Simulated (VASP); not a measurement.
# Zr6GeRu (P4/mmm) in VASP: a series of runs

Zr6GeRu is run at these levels: PBE; tasks: single point.

Everything below comes from runs of VASP 6.6.1. Logs are shortened: lines on timing, memory, paths and dates and some standing lists are left out, and cuts for length are marked.

### 1 The cell of the first run

The structure is tetragonal, space group P4/mmm (No. 123). The conventional cell has a = 3.417 Å, b = 3.417 Å, c = 14.049 Å, α = 90.00°, β = 90.00°, γ = 90.00°. Within 3.7 Å of Zr (site symmetry 4mm) lie 4 Ge at 2.84 Å and 9 Zr at 2.98 to 3.42 Å. Within 3.8 Å of Zr (site symmetry 4mm) lie 4 Ru at 2.88 Å and 9 Zr at 3.14 to 3.42 Å. Within 4.1 Å of Zr (site symmetry 4mm) lie 12 Zr at 3.09 to 3.42 Å and 1 Ge at 3.43 Å and 1 Ru at 3.60 Å. Ge (site symmetry 4/mmm) has 10 Zr at 2.84 to 3.43 Å and 4 Ge at 3.42 Å within 3.7 Å. Ru (site symmetry 4/mmm) has 10 Zr at 2.88 to 3.60 Å and 4 Ru at 3.42 Å within 3.8 Å.

### 2 Single point, PBE

Input file INCAR:

```
ALGO = All
EDIFF = 1E-6
ENCUT = 620
GGA = PE
GGA_COMPAT = F
ISEARCH = 1
ISIF = 2
ISMEAR = 0
KPAR = 4
LASPH = T
LCHARG = T
LREAL = F
LVHAR = T
LWAVE = F
NBANDS = 60
NELM = 300
PREC = Accurate
SIGMA = 0.1
```

Input file KPOINTS:

```
k-points
0
Gamma
  10 10 4
```

Input file POSCAR:

```
Zr6GeRu
1.0
    3.4174040690      0.0000000000      0.0000000000
    0.0000000000      3.4174040690      0.0000000000
    0.0000000000      0.0000000000     14.0493557118
Zr Ge Ru
6 1 1
Direct
    0.5000000000      0.5000000000      0.3938160365
    0.5000000000      0.5000000000      0.6061839635
    0.5000000000      0.5000000000      0.8883859605
    0.0000000000      0.0000000000      0.7438258686
    0.5000000000      0.5000000000      0.1116140395
    0.0000000000      0.0000000000      0.2561741314
    0.0000000000      0.0000000000      0.5000000000
    0.0000000000      0.0000000000      0.0000000000
```

Potentials or basis: VASP PAW PBE potentials, release 64 (Zr_sv, Ge_d, Ru_pv).

On the command line:

```console
> cat potpaw_PBE.64/Zr_sv/POTCAR potpaw_PBE.64/Ge_d/POTCAR potpaw_PBE.64/Ru_pv/POTCAR > POTCAR
> mpirun -np 4 vasp_std > vasp.out
```

OUTCAR:

```text
EDIFF = 1E-6
   ENCUT = 620
   GGA = PE
   ISIF = 2
   ISMEAR = 0
   LASPH = T
   LREAL = F
   NELM = 300
   PREC = Accurate

 ion  position               nearest neighbor table
   1  0.500  0.500  0.394-   7 2.84   7 2.84   7 2.84   7 2.84   2 2.98   6 3.09   6 3.09   6 3.09
                             6 3.09
   2  0.500  0.500  0.606-   7 2.84   7 2.84   7 2.84   7 2.84   1 2.98   4 3.09   4 3.09   4 3.09
                             4 3.09
   3  0.500  0.500  0.888-   8 2.88   8 2.88   8 2.88   8 2.88   5 3.14   4 3.16   4 3.16   4 3.16
                             4 3.16
   4  0.000  0.000  0.744-   2 3.09   2 3.09   2 3.09   2 3.09   3 3.16   3 3.16   3 3.16   3 3.16
                             8 3.60
   5  0.500  0.500  0.112-   8 2.88   8 2.88   8 2.88   8 2.88   3 3.14   6 3.16   6 3.16   6 3.16
                             6 3.16
   6  0.000  0.000  0.256-   1 3.09   1 3.09   1 3.09   1 3.09   5 3.16   5 3.16   5 3.16   5 3.16
                             8 3.60
   7  0.000  0.000  0.500-   1 2.84   2 2.84   1 2.84   2 2.84   1 2.84   2 2.84   1 2.84   2 2.84

   8  0.000  0.000  0.000-   3 2.88   5 2.88   3 2.88   5 2.88   3 2.88   5 2.88   3 2.88   5 2.88
                             4 3.60   6 3.60

  LATTYP: Found a simple tetragonal cell.
 ALAT       =     3.4174040690
 C/A-ratio  =     4.1111192672

  Lattice vectors:

 A1 = (   3.4174040690,   0.0000000000,   0.0000000000)
 A2 = (   0.0000000000,   3.4174040690,   0.0000000000)
 A3 = (   0.0000000000,   0.0000000000,  14.0493557118)

Analysis of symmetry for initial positions (statically):
=====================================================================
 Subroutine PRICEL returns:
 Original cell was already a primitive cell.

 Routine SETGRP: Setting up the symmetry group for a
 simple tetragonal supercell.

 Subroutine GETGRP returns: Found 16 space group operations
 (whereof 16 operations were pure point group operations)
 out of a pool of 16 trial point group operations.

The static configuration has the point symmetry D_4h.

Analysis of symmetry for dynamics (positions and initial velocities):
=====================================================================
 Subroutine PRICEL returns:
 Original cell was already a primitive cell.

 Routine SETGRP: Setting up the symmetry group for a
 simple tetragonal supercell.

 Subroutine GETGRP returns: Found 16 space group operations
 (whereof 16 operations were pure point group operations)
 out of a pool of 16 trial point group operations.

The dynamic configuration has the point symmetry D_4h.

 Subroutine INISYM returns: Found 16 space group operations
 (whereof 16 operations are pure point group operations),
 and found     1 'primitive' translations

----------------------------------------------------------------------------------------

                                     Primitive cell

  volume of cell :     164.0775

  direct lattice vectors                    reciprocal lattice vectors
     3.417404069  0.000000000  0.000000000     0.292619772  0.000000000  0.000000000
     0.000000000  3.417404069  0.000000000     0.000000000  0.292619772  0.000000000
     0.000000000  0.000000000 14.049355712     0.000000000  0.000000000  0.071177641

  length of vectors
     3.417404069  3.417404069 14.049355712     0.292619772  0.292619772  0.071177641

  position of ions in fractional coordinates (direct lattice)
     0.500000000  0.500000000  0.393816036
     0.500000000  0.500000000  0.606183964
     0.500000000  0.500000000  0.888385961
     0.000000000  0.000000000  0.743825869
     0.500000000  0.500000000  0.111614039
     0.000000000  0.000000000  0.256174131
     0.000000000  0.000000000  0.500000000
     0.000000000  0.000000000  0.000000000

  ion indices of the primitive-cell ions
   primitive index   ion index
                 1           1
                 2           2
                 3           3
                 4           4
                 5           5
                 6           6
                 7           7
                 8           8

----------------------------------------------------------------------------------------

 KPOINTS: k-points

Automatic generation of k-mesh.
 Grid dimensions read from file:
 generate k-points for:   10   10    4

 Generating k-lattice:

  Cartesian coordinates                     Fractional coordinates (reciprocal lattice)
     0.029261977  0.000000000  0.000000000     0.100000000  0.000000000  0.000000000
     0.000000000  0.029261977  0.000000000     0.000000000  0.100000000  0.000000000
     0.000000000  0.000000000  0.017794410     0.000000000  0.000000000  0.250000000

  Length of vectors
     0.029261977  0.029261977  0.017794410

  Shift w.r.t. Gamma in fractional coordinates (k-lattice)
     0.000000000  0.000000000  0.000000000

 Subroutine IBZKPT returns following result:
 ===========================================

 Found     63 irreducible k-points:

 Following reciprocal coordinates:
            Coordinates               Weight
  0.000000  0.000000  0.000000      1.000000
  0.100000  0.000000  0.000000      4.000000
  0.200000  0.000000  0.000000      4.000000
  0.300000  0.000000  0.000000      4.000000
  0.400000  0.000000  0.000000      4.000000
  0.500000  0.000000  0.000000      2.000000
[... 16 lines left out ...]
  0.100000  0.000000  0.250000      8.000000
  0.200000  0.000000  0.250000      8.000000
 [... further k-points ...]
   k-points           NKPTS =     63   k-points in BZ     NKDIM =     63   number of bands    NBANDS=     60
   number of dos      NEDOS =    301   number of ions     NIONS =      8
   total plane-waves  NPLWV =  94080
   dimension x,y,z NGX =    28 NGY =   28 NGZ =  120
   dimension x,y,z NGXF=    56 NGYF=   56 NGZF=  240
   ions per type =               6   1   1
   NGX,Y,Z   is equivalent  to a cutoff of  13.62, 13.62, 14.20 a.u.
   NGXF,Y,Z  is equivalent  to a cutoff of  27.24, 27.24, 28.40 a.u.
 SYSTEM =  unknown system
   PREC   = accura    normal or accurate (medium, high low for compatibility)
   ISTART =      0    job   : 0-new  1-cont  2-samecut
   ICHARG =      2    charge: 1-file 2-atom 10-const
   ISPIN  =      1    spin polarized calculation?
   LNONCOLLINEAR =      F non collinear calculations
   LSORBIT =      F    spin-orbit coupling
   LASPH  =      T    aspherical Exc in radial PAW
   ENCUT  =  620.0 eV  45.57 Ry    6.75 a.u.   6.94  6.94 28.52*2*pi/ulx,y,z
   NELM   =    300;   NELMIN=  2; NELMDL= -5     # of ELM steps
   EDIFF  = 0.1E-05   stopping-criterion for ELM
   LREAL  =      F    real-space projection
   EDIFFG = 0.1E-04   stopping-criterion for IOM
   NSW    =      0    number of steps for IOM
   IBRION =     -1    ionic relax: 0-MD 1-quasi-New 2-CG
   NFREE  =      0    steps in history (QN), initial steepest desc. (CG)
   ISIF   =      2    stress and relaxation
   ISYM   =      2    0-nonsym 1-usesym 2-fastsym
   POTIM  = 0.5000    time-step for ionic-motion
   TEBEG  =    0.0;   TEEND  =   0.0 temperature during run
   PSTRESS=    0.0 pullay stress
   NELECT =     100.0000    total number of electrons
   NUPDOWN=      -1.0000    fix difference up-down
   EMIN   =  10.00;   EMAX   =-10.00  energy-range for DOS
   EFERMI =   0.00;   METHOD = LEGACY
   ISMEAR =     0;   SIGMA  =   0.10  broadening in eV -4-tet -1-fermi 0-gaus
   EFERMI_NEDOS =   21; number of points for ismear=-14 and -15
   IALGO  =     58    algorithm
   IMIX   =      4    mixing-type and parameters
     AMIX     =   0.40;   BMIX     =  1.00
     AMIX_MAG =   1.60;   BMIX_MAG =  1.00
  volume/ion in A,a.u.               =      20.51       138.41
  Fermi-wavevector in a.u.,A,eV,Ry     =   1.388007  2.622954 26.212505  1.926565
  Thomas-Fermi vector in A             =   2.512174
   LORBIT       =      0    0 simple, 1 ext, 2 COOP (PROOUT), +10 PAW based schemes
   GGA     = PE    functional components
   LHFCALC =     F    Hartree Fock is set to
   AEXX    =    0.0000 exact exchange contribution
   IVDW    =     0    specifies the selected vdW correction
   LEPSILON=     F    determine dielectric tensor
   LRPA    =     F    only Hartree local field effects (RPA)
 non-spin polarized calculation
 Gauss-broadening in eV      SIGMA  =   0.10
  energy-cutoff  :      620.00
  volume of cell :      164.08
 maximum number of plane-waves:      5788
 NGX is ok and might be reduce to    28
   NGX = 13   NGY = 13   NGZ = 57

 number of electron     100.0000010 magnetization

 Free energy of the ion-electron system (eV)
  ---------------------------------------------------
  ext. energy  EPLUGINS =         0.00000000
  ---------------------------------------------------
  free energy    TOTEN  =       -67.28543398 eV

  energy without entropy =      -67.24622311  energy(sigma->0) =      -67.26582855

 E-fermi :   9.3207     XC(G=0): -11.5846

 val. band max:        9.3189758959   @ k =   0.1000   0.1000   0.5000
 cond. band min:       9.3211985423   @ k =   0.5000   0.1000   0.2500
 fundamental gap:      0.0022226464
 Fermi energy:         9.3206682958

 k-point     1 :       0.0000    0.0000    0.0000
  band No.  band energies     occupation
      1     -39.3158      2.00000
      2     -39.2891      2.00000
      3     -39.1658      2.00000
      4     -39.1230      2.00000
      5     -38.9940      2.00000
      6     -38.9782      2.00000
[... 52 lines left out ...]
     59      11.9209      0.00000
     60      12.0662      0.00000

 k-point     2 :       0.1000    0.0000    0.0000
  band No.  band energies     occupation
      1     -39.3128      2.00000
      2     -39.2855      2.00000
      3     -39.1615      2.00000
      4     -39.1185      2.00000
      5     -38.9952      2.00000
      6     -38.9799      2.00000
[... 52 lines left out ...]
     59      11.5380      0.00000
     60      11.9264      0.00000

 k-point     3 :       0.2000    0.0000    0.0000
  band No.  band energies     occupation
      1     -39.3051      2.00000
      2     -39.2761      2.00000
      3     -39.1495      2.00000
      4     -39.1056      2.00000
      5     -38.9992      2.00000
      6     -38.9854      2.00000
[... 1312 lines left out ...]
     59      11.5866      0.00000
     60      11.7799      0.00000

 k-point    24 :       0.2000    0.0000    0.2500
  band No.  band energies     occupation
      1     -39.3051      2.00000
      2     -39.2762      2.00000
      3     -39.1492      2.00000
      4     -39.1059      2.00000
      5     -38.9989      2.00000
      6     -38.9856      2.00000
[... 52 lines left out ...]
     59      11.4827      0.00000
     60      11.7608      0.00000

 [... further k-points ...]
[... 5 lines left out ...]
  --------------------------------------------------------------------------------------
  -------------------------------------------------------------------------------------
  Total        0.0530067      0.0530067      0.0755602      0.0000000      0.0000000      0.0000000
  in kB        0.5175980      0.5175980      0.7378271      0.0000000      0.0000000      0.0000000
  external PRESSURE =       0.5910077 kB  Pullay stress =       0.0000000 kB

 VOLUME and BASIS-vectors are now :
 -----------------------------------------------------------------------------
  energy-cutoff  :      620.00
  volume of cell :      164.08
      direct lattice vectors                 reciprocal lattice vectors
     3.417404069  0.000000000  0.000000000     0.292619772  0.000000000  0.000000000
     0.000000000  3.417404069  0.000000000     0.000000000  0.292619772  0.000000000
     0.000000000  0.000000000 14.049355712     0.000000000  0.000000000  0.071177641

 POSITION                                       TOTAL-FORCE (eV/Angst)
 -----------------------------------------------------------------------------------
      1.70870      1.70870      5.53286         0.000000     -0.000000     -0.018664
      1.70870      1.70870      8.51649        -0.000000      0.000000      0.018664
      1.70870      1.70870     12.48125         0.000000      0.000000     -0.009917
      0.00000      0.00000     10.45027        -0.000000     -0.000000      0.002705
      1.70870      1.70870      1.56811        -0.000000      0.000000      0.009917
      0.00000      0.00000      3.59908        -0.000000     -0.000000     -0.002705
      0.00000      0.00000      7.02468        -0.000000     -0.000000      0.000000
      0.00000      0.00000      0.00000        -0.000000     -0.000000      0.000000
 -----------------------------------------------------------------------------------
    total drift:                                0.000000      0.000000      0.000000

  FREE ENERGIE OF THE ION-ELECTRON SYSTEM (eV)
  ---------------------------------------------------
  free  energy   TOTEN  =       -67.2854339807 eV

  energy  without entropy=      -67.2462245069  energy(sigma->0) =      -67.26582924
```

Wall time 6.4 min (4 MPI ranks of AMD EPYC 9R45 (Zen 5), shared host); peak memory 1.4 GiB.

Results:

- Free energy: -67.2854 eV
- Pressure: 0.1 GPa
- Largest force: 0.019 eV/Å
- Band gap on the k mesh: zero (bands 50 and 51 overlap by 0.70 eV)

Forces on the atoms (eV/Å):
```
Zr   0.000  0.000 -0.019
Zr   0.000  0.000  0.019
Zr   0.000  0.000 -0.010
Zr   0.000  0.000  0.003
Zr   0.000  0.000  0.010
Zr   0.000  0.000 -0.003
Ge   0.000  0.000  0.000
Ru   0.000  0.000  0.000
```

[end of part 1 of 2]

The gap in the log of VASP goes by the Fermi energy; the results here count the filled bands.